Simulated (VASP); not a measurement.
# Ir (Fm-3m) in VASP: a series of runs

Aim: see how the results for Ir move with the level of theory and the settings. Levels: r2SCANh, PBE0. Tasks: single point.

Everything below comes from runs of VASP 6.6.1. Logs are shortened: lines on timing, memory, paths and dates and some standing lists are left out, and cuts for length are marked.

## (1) The cell of the first run

It takes space group Fm-3m (No. 225, cubic). The conventional cell has a = 3.831 Å, b = 3.831 Å, c = 3.831 Å, α = 90.00°, β = 90.00°, γ = 90.00°. Within 3.6 Å of Ir (site symmetry m-3m) lie 12 Ir at 2.71 Å.

## (2) Single point, r2SCANh

File POSCAR:

```
Ir
1.0
    0.0000000000      1.9156000000      1.9156000000
    1.9156000000      0.0000000000      1.9156000000
    1.9156000000      1.9156000000      0.0000000000
Ir
1
Direct
    0.0000000000      0.0000000000      0.0000000000
```

File INCAR.step1:

```
  PREC = Accurate
  ENCUT = 460
  EDIFF = 1E-5
  ISMEAR = -1
  SIGMA = 0.05
  LREAL = F
  LASPH = T
  NELM = 120
  ALGO = Normal
  ISIF = 2
  LWAVE = T
  LCHARG = F
  GGA = PE
  NBANDS = 14
  GGA_COMPAT = F
```

File INCAR.step2:

```
  PREC = Accurate
  ENCUT = 460
  EDIFF = 1E-6
  ISMEAR = -1
  SIGMA = 0.05
  LREAL = F
  LASPH = T
  NELM = 120
  ALGO = Normal
  ISIF = 2
  LWAVE = F
  LCHARG = F
  METAGGA = R2SCAN
  LHFCALC = T
  AEXX = 0.1
  LMIXTAU = T
  PRECFOCK = Normal
  ISTART = 1
  NBANDS = 14
  GGA_COMPAT = F
```

File KPOINTS:

```
Automatic mesh
0
Gamma
  6 6 6
```

Potentials or basis: VASP PAW PBE potentials, release 64 (Ir_sv_GW).

Launch:

```
$ cat potpaw_PBE.64/Ir_sv_GW/POTCAR > POTCAR
$ cp INCAR.step1 INCAR
$ mpirun -np 1 vasp_std > vasp.out
$ cp INCAR.step2 INCAR
$ mpirun -np 1 vasp_std > vasp.out
```

OUTCAR:

```text
PREC = Accurate
   ENCUT = 460
   EDIFF = 1E-6
   ISMEAR = -1
   LREAL = F
   LASPH = T
   NELM = 120
   ISIF = 2
   METAGGA = R2SCAN
   LHFCALC = T
   AEXX = 0.1
   PRECFOCK = Normal
   ISTART = 1

 ion  position               nearest neighbor table
   1  0.000  0.000  0.000-

  LATTYP: Found a face centered cubic cell.
 ALAT       =     3.8312000000

  Lattice vectors:

 A1 = (   0.0000000000,   1.9156000000,   1.9156000000)
 A2 = (   1.9156000000,   0.0000000000,   1.9156000000)
 A3 = (   1.9156000000,   1.9156000000,   0.0000000000)

Analysis of symmetry for initial positions (statically):
=====================================================================
 Subroutine PRICEL returns:
 Original cell was already a primitive cell.

 Routine SETGRP: Setting up the symmetry group for a
 face centered cubic supercell.

 Subroutine GETGRP returns: Found 48 space group operations
 (whereof 48 operations were pure point group operations)
 out of a pool of 48 trial point group operations.

The static configuration has the point symmetry O_h .

Analysis of symmetry for dynamics (positions and initial velocities):
=====================================================================
 Subroutine PRICEL returns:
 Original cell was already a primitive cell.

 Routine SETGRP: Setting up the symmetry group for a
 face centered cubic supercell.

 Subroutine GETGRP returns: Found 48 space group operations
 (whereof 48 operations were pure point group operations)
 out of a pool of 48 trial point group operations.

The dynamic configuration has the point symmetry O_h .

 Subroutine INISYM returns: Found 48 space group operations
 (whereof 48 operations are pure point group operations),
 and found     1 'primitive' translations

----------------------------------------------------------------------------------------

                                     Primitive cell

  volume of cell :      14.0587

  direct lattice vectors                    reciprocal lattice vectors
     0.000000000  1.915600000  1.915600000    -0.261014826  0.261014826  0.261014826
     1.915600000  0.000000000  1.915600000     0.261014826 -0.261014826  0.261014826
     1.915600000  1.915600000  0.000000000     0.261014826  0.261014826 -0.261014826

  length of vectors
     2.709067500  2.709067500  2.709067500     0.452090940  0.452090940  0.452090940

  position of ions in fractional coordinates (direct lattice)
     0.000000000  0.000000000  0.000000000

  ion indices of the primitive-cell ions
   primitive index   ion index
                 1           1

----------------------------------------------------------------------------------------

 KPOINTS: Automatic mesh

Automatic generation of k-mesh.
 Grid dimensions read from file:
 generate k-points for:    6    6    6

 Generating k-lattice:

  Cartesian coordinates                     Fractional coordinates (reciprocal lattice)
    -0.043502471  0.043502471  0.043502471     0.166666667  0.000000000  0.000000000
     0.043502471 -0.043502471  0.043502471     0.000000000  0.166666667  0.000000000
     0.043502471  0.043502471 -0.043502471     0.000000000  0.000000000  0.166666667

  Length of vectors
     0.075348490  0.075348490  0.075348490

  Shift w.r.t. Gamma in fractional coordinates (k-lattice)
     0.000000000  0.000000000  0.000000000

 Subroutine IBZKPT returns following result:
 ===========================================

 Found     16 irreducible k-points:

 Following reciprocal coordinates:
            Coordinates               Weight
  0.000000  0.000000  0.000000      1.000000
  0.166667  0.000000  0.000000      8.000000
  0.333333  0.000000  0.000000      8.000000
  0.500000  0.000000  0.000000      4.000000
  0.166667  0.166667  0.000000      6.000000
  0.333333  0.166667  0.000000     24.000000
[... 8 lines left out ...]
 -0.333333  0.333333  0.166667     24.000000
 -0.333333  0.500000  0.166667     12.000000
   k-points           NKPTS =     16   k-points in BZ     NKDIM =    216   number of bands    NBANDS=     14
   number of dos      NEDOS =    301   number of ions     NIONS =      1
   total plane-waves  NPLWV =   8000
   dimension x,y,z NGX =    20 NGY =   20 NGZ =   20
   dimension x,y,z NGXF=    40 NGYF=   40 NGZF=   40
   ions per type =               1
   NGX,Y,Z   is equivalent  to a cutoff of  12.27, 12.27, 12.27 a.u.
   NGXF,Y,Z  is equivalent  to a cutoff of  24.55, 24.55, 24.55 a.u.
 SYSTEM =  unknown system
   PREC   = accura    normal or accurate (medium, high low for compatibility)
   ISTART =      1    job   : 0-new  1-cont  2-samecut
   ICHARG =      0    charge: 1-file 2-atom 10-const
   ISPIN  =      1    spin polarized calculation?
   LNONCOLLINEAR =      F non collinear calculations
   LSORBIT =      F    spin-orbit coupling
   LASPH  =      T    aspherical Exc in radial PAW
   ENCUT  =  460.0 eV  33.81 Ry    5.81 a.u.   4.74  4.74  4.74*2*pi/ulx,y,z
   NELM   =    120;   NELMIN=  2; NELMDL=  0     # of ELM steps
   EDIFF  = 0.1E-05   stopping-criterion for ELM
   LREAL  =      F    real-space projection
   EDIFFG = 0.1E-04   stopping-criterion for IOM
   NSW    =      0    number of steps for IOM
   IBRION =     -1    ionic relax: 0-MD 1-quasi-New 2-CG
   NFREE  =      0    steps in history (QN), initial steepest desc. (CG)
   ISIF   =      2    stress and relaxation
   ISYM   =      3    0-nonsym 1-usesym 2-fastsym
   POTIM  = 0.5000    time-step for ionic-motion
   TEBEG  =    0.0;   TEEND  =   0.0 temperature during run
   PSTRESS=    0.0 pullay stress
   NELECT =      17.0000    total number of electrons
   NUPDOWN=      -1.0000    fix difference up-down
   EMIN   =  10.00;   EMAX   =-10.00  energy-range for DOS
   EFERMI =   0.00;   METHOD = LEGACY
   ISMEAR =    -1;   SIGMA  =   0.05  broadening in eV -4-tet -1-fermi 0-gaus
   EFERMI_NEDOS =   21; number of points for ismear=-14 and -15
   IALGO  =     38    algorithm
   IMIX   =      1    mixing-type and parameters
     AMIX     =   0.40;   BMIX     =  1.00
     AMIX_MAG =   1.60;   BMIX_MAG =  1.00
  volume/ion in A,a.u.               =      14.06        94.87
  Fermi-wavevector in a.u.,A,eV,Ry     =   1.744120  3.295909 41.388295  3.041954
  Thomas-Fermi vector in A             =   2.816061
   LORBIT       =      0    0 simple, 1 ext, 2 COOP (PROOUT), +10 PAW based schemes
   METAGGA = R2SCAN    functional components
   LHFCALC =     T    Hartree Fock is set to
   PRECFOCK=normal    Normal, Fast or Accurate (Low or Medium for compatibility)
   ENCUT4O =  -1.0   cutoff for four orbital integrals eV
   NKREDX  =     1    reduce k-point grid by
   NKREDY  =     1    reduce k-point grid by
   NKREDZ  =     1    reduce k-point grid by
   AEXX    =    0.1000 exact exchange contribution
   HFSCREEN=    0.0000 screening length (either q_TF or 0.3 A-1)
   HFSCREENC=   0.0000 screening length for correlation (either q_TF or 0.3 A-1)
   ENCUTFOCK=  -1.0 apply spherical cutoff to Coloumb kernel
   IVDW    =     0    specifies the selected vdW correction
   LEPSILON=     F    determine dielectric tensor
   LRPA    =     F    only Hartree local field effects (RPA)
 non-spin polarized calculation
  energy-cutoff  :      460.00
  volume of cell :       14.06
 maximum number of plane-waves:       332
  NGX = 16; NGY = 16; NGZ = 16

 number of electron      17.0000000 magnetization

 Free energy of the ion-electron system (eV)
  ---------------------------------------------------
  ext. energy  EPLUGINS =         0.00000000
  ---------------------------------------------------
  free energy    TOTEN  =       -48.88784417 eV

  energy without entropy =      -48.87938153  energy(sigma->0) =      -48.88361285

 E-fermi :  12.1192     XC(G=0): -14.5370

 val. band max:       12.0404671502   @ k =   0.5000   0.3333   0.1667
 cond. band min:      12.5177000376   @ k =   0.3333   0.0000   0.0000
 fundamental gap:      0.4772328875
 Fermi energy:        12.1191529667

 k-point     1 :       0.0000    0.0000    0.0000
  band No.  band energies     occupation
      1     -84.1029      2.00000
      2     -39.4133      2.00000
      3     -39.4133      2.00000
      4     -39.4133      2.00000
      5       0.5021      2.00000
      6       8.1958      2.00000
      7       8.1958      2.00000
      8       8.1958      2.00000
      9      11.0031      2.00000
     10      11.0031      2.00000
     11      27.3828      0.00000
     12      33.2736      0.00000
     13      33.2736      0.00000
     14      33.2736      0.00000

 k-point     2 :       0.1667    0.0000    0.0000
  band No.  band energies     occupation
      1     -84.0824      2.00000
      2     -39.6497      2.00000
      3     -39.4455      2.00000
      4     -39.4455      2.00000
      5       1.7566      2.00000
      6       7.6813      2.00000
      7       8.6228      2.00000
      8       8.6228      2.00000
      9      10.8840      2.00000
     10      10.8840      2.00000
     11      29.1687      0.00000
     12      29.9268      0.00000
     13      35.3768      0.00000
     14      35.3768      0.00000

 k-point     3 :       0.3333    0.0000    0.0000
  band No.  band energies     occupation
      1     -84.0413      2.00000
      2     -40.1106      2.00000
      3     -39.5096      2.00000
      4     -39.5096      2.00000
      5       3.5574      2.00000
      6       8.3669      2.00000
      7       8.3669      2.00000
      8       8.7279      2.00000
      9      12.5177      0.00069
     10      12.5177      0.00069
     11      25.0398      0.00000
     12      28.9511      0.00000
     13      36.4514      0.00000
     14      36.4514      0.00000
[... 188 lines left out ...]
 k-point    15 :      -0.3333    0.3333    0.1667
  band No.  band energies     occupation
      1     -84.0005      2.00000
      2     -40.1324      2.00000
      3     -39.9047      2.00000
      4     -39.6756      2.00000
      5       6.0972      2.00000
      6       6.1159      2.00000
      7       7.7800      2.00000
      8      10.2919      2.00000
      9      13.5545      0.00000
     10      20.2369      0.00000
     11      20.3010      0.00000
     12      27.3242      0.00000
     13      28.9435      0.00000
     14      35.2259      0.00000

 k-point    16 :      -0.3333    0.5000    0.1667
  band No.  band energies     occupation
      1     -83.9937      2.00000
      2     -40.1542      2.00000
      3     -39.8901      2.00000
      4     -39.7602      2.00000
      5       4.9855      2.00000
      6       5.6540      2.00000
      7       9.1376      2.00000
      8      11.2802      2.00000
      9      14.5121      0.00000
     10      20.2342      0.00000
     11      22.1894      0.00000
     12      24.2702      0.00000
     13      27.0821      0.00000
     14      38.7728      0.00000

------------------------ aborting loop because EDIFF is reached ----------------------------------------

  FORCE on cell =-STRESS in cart. coord.  units (eV):
  Direction    XX          YY          ZZ          XY          YZ          ZX
  --------------------------------------------------------------------------------------
  -------------------------------------------------------------------------------------
  Total       -0.2302873     -0.2302873     -0.2302873      0.0000000      0.0000000     -0.0000000
  in kB      -26.2443640    -26.2443640    -26.2443640      0.0000000      0.0000000     -0.0000000
  external PRESSURE =     -26.2443640 kB  Pullay stress =       0.0000000 kB

 VOLUME and BASIS-vectors are now :
 -----------------------------------------------------------------------------
  energy-cutoff  :      460.00
  volume of cell :       14.06
      direct lattice vectors                 reciprocal lattice vectors
     0.000000000  1.915600000  1.915600000    -0.261014826  0.261014826  0.261014826
     1.915600000  0.000000000  1.915600000     0.261014826 -0.261014826  0.261014826
     1.915600000  1.915600000  0.000000000     0.261014826  0.261014826 -0.261014826

 POSITION                                       TOTAL-FORCE (eV/Angst)
 -----------------------------------------------------------------------------------
      0.00000      0.00000      0.00000         0.000000      0.000000      0.000000
 -----------------------------------------------------------------------------------
    total drift:                                0.000000      0.000000     -0.000000

  FREE ENERGIE OF THE ION-ELECTRON SYSTEM (eV)
  ---------------------------------------------------
  free  energy   TOTEN  =       -48.8878441749 eV

  energy  without entropy=      -48.8793815288  energy(sigma->0) =      -48.88361285
```

Run time: 7.2 min. Hardware: 1 thread of Intel Xeon 6975P-C (Granite Rapids), shared host; peak memory 0.14 GiB.

Results:

```
Free energy            : -48.8878 eV
Pressure               : -2.6 GPa
Band gap on the k mesh : zero (an odd number of electrons rules out a gap without spin polarisation)
```

Levels at points of the mesh, in eV from the Fermi level:
| k point | band 4 | band 5 | band 6 | band 7 | band 8 | band 9 | band 10 | band 11 | band 12 | band 13 |
| --- | --- | --- | --- | --- | --- | --- | --- | --- | --- | --- |
| (0.00, 0.00, 0.00) | -51.53 | -11.62 | -3.92 | -3.92 | -3.92 | -1.12 | -1.12 | 15.26 | 21.15 | 21.15 |
| (0.50, 0.00, 0.00) | -51.66 | -8.47 | -4.12 | -4.12 | -0.38 | 1.70 | 1.70 | 8.85 | 15.00 | 21.21 |
| (0.50, 0.50, 0.00) | -51.88 | -8.33 | -7.70 | 1.47 | 2.37 | 2.37 | 2.48 | 12.36 | 13.11 | 13.11 |

Caveat: the k points lie up to 0.47 Å⁻¹ apart, too coarse for converged energies and pressures of a metal; the PAW data sets were made with another functional, which shifts forces and pressure a little; spin-orbit coupling is left out, which moves the levels of the heavy elements.

## (3) Single point, PBE0

This run uses another cell than the first one, of 14.62 Å³/atom.

File POSCAR:

```
Ir
1.0
    0.0000000000      1.9408081540      1.9408081540
    1.9408081540      0.0000000000      1.9408081540
    1.9408081540      1.9408081540      0.0000000000
Ir
1
Direct
    0.0000000000      0.0000000000      0.0000000000
```

File INCAR.step1:

```
PREC = Accurate
ENCUT = 420
EDIFF = 1E-5
ISMEAR = -1
SIGMA = 0.05
LREAL = F
LASPH = T
NELM = 120
ALGO = Normal
ISIF = 2
LWAVE = T
LCHARG = F
NBANDS = 14
GGA = PE
GGA_COMPAT = F
```

File INCAR.step2:

```
PREC = Accurate
ENCUT = 420
EDIFF = 1E-6
ISMEAR = -1
SIGMA = 0.05
LREAL = F
LASPH = T
NELM = 120
ALGO = Normal
ISIF = 2
LWAVE = F
LCHARG = F
GGA = PE
LHFCALC = T
AEXX = 0.25
PRECFOCK = Normal
NBANDS = 14
ISTART = 1
GGA_COMPAT = F
```

File KPOINTS:

```
regular mesh
0
Gamma
  6 6 6
```

Potentials or basis: VASP PAW PBE potentials, release 64 (Ir_sv_GW).

Launch:

```
$ cat potpaw_PBE.64/Ir_sv_GW/POTCAR > POTCAR
$ cp INCAR.step1 INCAR
$ mpirun -np 1 vasp_std > vasp.out
$ cp INCAR.step2 INCAR
$ mpirun -np 1 vasp_std > vasp.out
```

Wall time 2.7 min (1 thread of Intel Xeon 6975P-C (Granite Rapids), shared host); peak memory 0.13 GiB.

Results (log left out):

| Quantity | Value |
| --- | --- |
| Free energy | -9.8993 eV |
| Pressure | -17.0 GPa |
| Band gap on the k mesh | zero (an odd number of electrons rules out a gap without spin polarisation) |

Levels at points of the mesh, in eV from the Fermi level:
```tsv
k point	band 5	band 6	band 7	band 8	band 9	band 10	band 11	band 12
(0.00, 0.00, 0.00)	-11.62	-4.10	-4.10	-4.10	-1.43	-1.43	15.71	21.29
(0.50, 0.00, 0.00)	-8.49	-4.33	-4.33	-0.50	2.03	2.03	9.07	15.35
(0.50, 0.50, 0.00)	-8.43	-7.74	1.58	2.68	2.68	2.81	12.40	13.37
```

Caveat: the k points lie up to 0.47 Å⁻¹ apart, too coarse for converged energies and pressures of a metal; the PAW data sets were made with another functional, which shifts forces and pressure a little; spin-orbit coupling is left out, which moves the levels of the heavy elements.

The gap in the log of VASP goes by the Fermi energy; the results here count the filled bands.